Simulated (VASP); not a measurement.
# TaGe3Ru (P4mm) in VASP: notebook, part 2 of 3

VASP 6.6.1. Earlier steps stand in the parts before.

## 3. Relaxation of cell and atoms, PBE

This run uses another cell than the first one, of 17.43 Å³/atom.

INCAR reads:

```
SYSTEM = TaGe3Ru
  PREC = Accurate
  ENCUT = 600
  EDIFF = 1E-6
  ISMEAR = 0
  SIGMA = 0.1
  LREAL = .False.
  LASPH = .True.
  NELM = 80
  ALGO = Normal
  ISIF = 3
  LWAVE = .False.
  LCHARG = .False.
  GGA = PE
  IBRION = 2
  NSW = 90
  EDIFFG = -0.04
```

KPOINTS reads:

```
Automatic mesh
0
Gamma
  4 4 4
  0 0 0
```

POSCAR reads:

```
TaGe3Ru
1.0
    4.0183921400      0.0000000000      0.0000000000
    0.0000000000      4.0183921400      0.0000000000
    0.0000000000      0.0000000000      5.3983443100
Ta Ge Ru
1 3 1
Direct
    0.5000000000      0.5000000000      0.7014480800
    0.5000000000      0.0000000000      0.1957089200
    0.0000000000      0.5000000000      0.1957089200
    0.0000000000      0.0000000000      0.5493742200
    0.0000000000      0.0000000000      0.9659598500
```

Potentials or basis: VASP PAW PBE potentials, release 64 (Ta_pv, Ge_d, Ru_pv).

Command:

```console
> cat potpaw_PBE.64/Ta_pv/POTCAR potpaw_PBE.64/Ge_d/POTCAR potpaw_PBE.64/Ru_pv/POTCAR > POTCAR
> mpirun -np 1 vasp_std > vasp.out
```

OUTCAR:

```text
SYSTEM = TaGe3Ru
   PREC = Accurate
   ENCUT = 600
   EDIFF = 1E-6
   ISMEAR = 0
   LREAL = .False.
   LASPH = .True.
   NELM = 80
   ISIF = 3
   GGA = PE
   IBRION = 2
   NSW = 90
   EDIFFG = -0.04

 ion  position               nearest neighbor table
   1  0.500  0.500  0.701-   4 2.96   4 2.96   4 2.96   4 2.96   5 3.18   5 3.18   5 3.18   5 3.18

   2  0.500  0.000  0.196-   5 2.36   5 2.36   4 2.77   4 2.77   3 2.84   3 2.84   3 2.84   3 2.84

   3  0.000  0.500  0.196-   5 2.36   5 2.36   4 2.77   4 2.77   2 2.84   2 2.84   2 2.84   2 2.84

   4  0.000  0.000  0.549-   5 2.25   3 2.77   2 2.77   3 2.77   2 2.77   1 2.96   1 2.96   1 2.96
                             1 2.96
   5  0.000  0.000  0.966-   4 2.25   3 2.36   2 2.36   3 2.36   2 2.36   1 3.18   1 3.18   1 3.18
                             1 3.18

  LATTYP: Found a simple tetragonal cell.
 ALAT       =     4.0183921400
 C/A-ratio  =     1.3434090357

  Lattice vectors:

 A1 = (   4.0183921400,   0.0000000000,   0.0000000000)
 A2 = (   0.0000000000,   4.0183921400,   0.0000000000)
 A3 = (   0.0000000000,   0.0000000000,   5.3983443100)

Analysis of symmetry for initial positions (statically):
=====================================================================
 Subroutine PRICEL returns:
 Original cell was already a primitive cell.

 Routine SETGRP: Setting up the symmetry group for a
 simple tetragonal supercell.

 Subroutine GETGRP returns: Found  8 space group operations
 (whereof  8 operations were pure point group operations)
 out of a pool of 16 trial point group operations.

The static configuration has the point symmetry C_4v.

Analysis of symmetry for dynamics (positions and initial velocities):
=====================================================================
 Subroutine PRICEL returns:
 Original cell was already a primitive cell.

[... 126 lines left out ...]
     AMIX_MAG =   1.60;   BMIX_MAG =  1.00
  volume/ion in A,a.u.               =      17.43       117.65
  Fermi-wavevector in a.u.,A,eV,Ry     =   1.499609  2.833850 30.597149  2.248827
  Thomas-Fermi vector in A             =   2.611217
   LORBIT       =      0    0 simple, 1 ext, 2 COOP (PROOUT), +10 PAW based schemes
   GGA     = PE    functional components
   LHFCALC =     F    Hartree Fock is set to
   AEXX    =    0.0000 exact exchange contribution
   IVDW    =     0    specifies the selected vdW correction
   LEPSILON=     F    determine dielectric tensor
   LRPA    =     F    only Hartree local field effects (RPA)
 conjugate gradient relaxation of ions
 non-spin polarized calculation
 Gauss-broadening in eV      SIGMA  =   0.10
  energy-cutoff  :      600.00
  volume of cell :       87.17
 maximum number of plane-waves:      2940
   NGX = 17   NGY = 17   NGZ = 21

--------------------------------------- Ionic step        1  -------------------------------------------

 number of electron      66.9999964 magnetization

 Free energy of the ion-electron system (eV)
  ---------------------------------------------------
  ext. energy  EPLUGINS =         0.00000000
  ---------------------------------------------------
  free energy    TOTEN  =       -32.02166387 eV

  energy without entropy =      -31.99603152  energy(sigma->0) =      -32.00884770

------------------------ aborting loop because EDIFF is reached ----------------------------------------

  FORCE on cell =-STRESS in cart. coord.  units (eV):
  Direction    XX          YY          ZZ          XY          YZ          ZX
  --------------------------------------------------------------------------------------
  -------------------------------------------------------------------------------------
  Total        0.9360881      0.9360881      4.1111679      0.0000000      0.0000000      0.0000000
  in kB       17.2052939     17.2052939     75.5632417      0.0000000      0.0000000      0.0000000
  external PRESSURE =      36.6579431 kB  Pullay stress =       0.0000000 kB
[... 98 lines left out ...]
  FREE ENERGIE OF THE ION-ELECTRON SYSTEM (eV)
  ---------------------------------------------------
  free  energy   TOTEN  =       -32.1078547399 eV

  energy  without entropy=      -32.0790048740  energy(sigma->0) =      -32.09342981

[... ionic steps 4 to 29 ...]

--------------------------------------- Ionic step       30  -------------------------------------------

 number of electron      67.0000016 magnetization

------------------------ aborting loop because EDIFF is reached ----------------------------------------
[... 73 lines left out ...]
--------------------------------------- Ionic step       32  -------------------------------------------

 number of electron      67.0000022 magnetization

 Free energy of the ion-electron system (eV)
  ---------------------------------------------------
  ext. energy  EPLUGINS =         0.00000000
  ---------------------------------------------------
  free energy    TOTEN  =       -33.55635529 eV

  energy without entropy =      -33.54397092  energy(sigma->0) =      -33.55016311

 E-fermi :   6.6020     XC(G=0): -11.4777

 val. band max:        6.5450360985   @ k =   0.5000   0.0000   0.2500
 cond. band min:       6.6439968164   @ k =   0.5000   0.2500   0.2500
 fundamental gap:      0.0989607179
 Fermi energy:         6.6020455713

 k-point     1 :       0.0000    0.0000    0.0000
  band No.  band energies     occupation
      1     -35.7581      2.00000
      2     -35.3055      2.00000
      3     -35.3055      2.00000
      4     -28.1322      2.00000
      5     -28.1322      2.00000
      6     -28.1132      2.00000
[... 795 lines left out ...]
  FREE ENERGIE OF THE ION-ELECTRON SYSTEM (eV)
  ---------------------------------------------------
  free  energy   TOTEN  =       -33.5563552897 eV

  energy  without entropy=      -33.5439709237  energy(sigma->0) =      -33.55016311

 reached required accuracy - stopping structural energy minimisation
```

CONTCAR:

```text
TaGe3Ru
   1.00000000000000
     3.7165660716448286    0.0000000000000000   -0.0000000000000000
     0.0000000000000000    3.7165660716448286    0.0000000000000000
     0.0000000000000000   -0.0000000000000000    6.7586355576456389
  Ta              Ge              Ru
     1     3     1
Direct
     0.5000000000000000    0.5000000000000000    0.5310667431359751
     0.5000000000000000    0.0000000000000000    0.2272706704997686
     0.0000000000000000    0.5000000000000000    0.2272706704997686
     1.0000000000000000    0.0000000000000000    0.6331406934435447
     0.0000000000000000    0.0000000000000000    0.9894512124209386

  0.00000000E+00  0.00000000E+00  0.00000000E+00
  0.00000000E+00  0.00000000E+00  0.00000000E+00
  0.00000000E+00  0.00000000E+00  0.00000000E+00
  0.00000000E+00  0.00000000E+00  0.00000000E+00
  0.00000000E+00  0.00000000E+00  0.00000000E+00
```

It took 12 min on 1 thread of Intel Xeon 6975P-C (Granite Rapids), shared host; peak memory 0.27 GiB.

What came out:

- Free energy: -33.5564 eV
- Relaxed volume: 18.67 Å³/atom
- Relaxed cell: a = 3.717 Å, b = 3.717 Å, c = 6.759 Å, α = 90.00°, β = 90.00°, γ = 90.00°
- Space group after relaxing (to 0.1 Å): P4mm (No. 99)
- Pressure after relaxing: 0.0 GPa
- Largest force after relaxing: 0.033 eV/Å
- Band gap on the k mesh: zero (an odd number of electrons rules out a gap without spin polarisation)

Forces on the atoms (eV/Å):
```
Ta   0.000  0.000 -0.008
Ge   0.000  0.000  0.028
Ge   0.000  0.000  0.028
Ge   0.000  0.000 -0.015
Ru   0.000  0.000 -0.033
```

Stress tensor (GPa, compression positive):
```
-0.10  0.00  0.00
 0.00 -0.10  0.00
 0.00  0.00  0.14
```

Final structure:
```
Ta Ge Ru
1.0
     3.71657    0.00000    0.00000
     0.00000    3.71657    0.00000
     0.00000    0.00000    6.75864
Ta Ge Ru
1 3 1
Direct
  0.50000 0.50000 0.53107
  0.50000 0.00000 0.22727
  0.00000 0.50000 0.22727
  0.00000 0.00000 0.63314
  0.00000 0.00000 0.98945
```

Levels at points of the mesh, in eV from the Fermi level:
| k point | band 29 | band 30 | band 31 | band 32 | band 33 | band 34 | band 35 | band 36 | band 37 | band 38 |
| --- | --- | --- | --- | --- | --- | --- | --- | --- | --- | --- |
| (0.00, 0.00, 0.00) | -2.50 | -0.79 | -0.53 | -0.43 | -0.43 | 0.12 | 0.12 | 0.88 | 0.94 | 3.88 |
| (0.50, 0.00, 0.00) | -2.16 | -1.66 | -1.62 | -1.30 | -0.28 | -0.20 | 1.24 | 1.51 | 2.00 | 3.18 |
| (0.50, 0.50, 0.00) | -2.52 | -2.21 | -2.21 | -1.19 | -0.43 | 0.56 | 0.56 | 0.99 | 1.70 | 2.09 |
| (0.00, 0.00, 0.50) | -2.73 | -1.07 | -1.07 | -0.96 | -0.52 | 0.93 | 1.28 | 1.32 | 1.32 | 2.63 |
| (0.50, 0.00, 0.50) | -1.78 | -1.53 | -1.43 | -0.94 | -0.82 | 0.08 | 0.56 | 1.23 | 2.26 | 2.58 |
| (0.50, 0.50, 0.50) | -2.52 | -2.52 | -1.73 | -1.00 | -0.43 | 0.79 | 0.79 | 0.97 | 2.08 | 2.34 |

Caveat: the k points lie up to 0.42 Å⁻¹ apart in the final cell, too coarse for converged energies and pressures of a metal; a cell axis changed by over 15 % at a fixed basis, so the end point is rough; spin-orbit coupling is left out, which moves the levels of the heavy elements.

[end of part 2 of 3]
